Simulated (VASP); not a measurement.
BN: G0W0 quasiparticle levels with PBE

BN:

```
B N
1.0
     0.00000    1.80483    1.80483
     1.80483    0.00000    1.80483
     1.80483    1.80483    0.00000
B N
1 1
Cartesian
  0.0000 0.0000 0.0000
  0.9024 0.9024 0.9024
```

- Program: VASP 6.6.1
- Task: G0W0 quasiparticle levels
- Functional: PBE
- Potentials or basis: VASP PAW PBE potentials, release 64 (B_GW, N_GW)
- Cutoff: 500 eV
- k mesh: 6 × 6 × 6
- Occupations: gaussian, width 0.01 eV
- Spin: no spin polarisation
- Dipole correction: no
- GW scheme: G0W0
- GW iterations: 1
- Cutoff of the response function: 200
- Frequency points: 96
- Empty bands: 81
- Further INCAR settings: ALGO = EVGW0; EDIFF = 1e-08; NBANDS = 85

* Quasiparticle gap: 6.06 eV
* Least direct quasiparticle gap: 11.05 eV
* Band gap of the starting levels on the mesh: 4.47 eV
* Least direct gap of the starting levels on the mesh: 8.84 eV

Wall time 44 s on 1 thread of Intel(R) Xeon(R) 6975P-C (Granite Rapids), on a shared host, peak memory 0.28 GiB.

Caveat: the k points lie up to 0.50 Å⁻¹ apart; bands, screening cutoff and mesh are small and nothing is extrapolated, so the quasiparticle values aren't converged.
